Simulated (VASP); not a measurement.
Runs of VASP 6.6.1 on GaSb (rocksalt type). The structure is that of space group Fm-3m (No. 225), or close to it. The cells are those of the table. 

| task | cell | cutoff (eV) | gap on the mesh (eV) | pressure (GPa) |
| --- | --- | --- | --- | --- |
| single point | a = 3.860 Å, angles 60.0°, 2 atoms | 520 | none | 11.6 |
| single point | a = 4.028 Å, angles 60.0°, 2 atoms | 520 | none | 0.1 |
| single point | a = 3.946 Å, angles 60.0°, 2 atoms | 520 | none | 4.8 |
| relaxation of cell and atoms | relaxed from a = 3.849 Å, angles 60.0°, 2 atoms | 600 | none | 0.0 |
| single point | a = 3.300 Å, angles 60.0°, 2 atoms | 520 | none | (b) |
| single point | a = 3.471 Å, angles 60.0°, 2 atoms | 520 | none | 84.1 |
| single point | a = 3.739 Å, angles 60.0°, 2 atoms | 520 | none | 25.1 |
| single point | a = 3.610 Å, angles 60.0°, 2 atoms | 520 | none | (a) |

Alike in all rows: level PBEsol; potentials or basis VASP PAW PBE potentials, release 64 (Ga_d, Sb); no spin polarisation; k mesh 13 × 13 × 13; smearing fermi-dirac 0.08 eV.

**Question.** Estimate the missing entries.

**Answer.** (a) 47.2; (b) 159.2.

Caveats: the PAW data sets were made with another functional, which shifts forces and pressure a little; spin-orbit coupling is left out, which moves the levels of the heavy elements; the cell stands under pressure (at least some runs).

A k mesh can miss the band edges, and the runs leave out spin-orbit coupling on Ga, Sb.

A gap of «none» marks levels without a gap at the run's occupations.
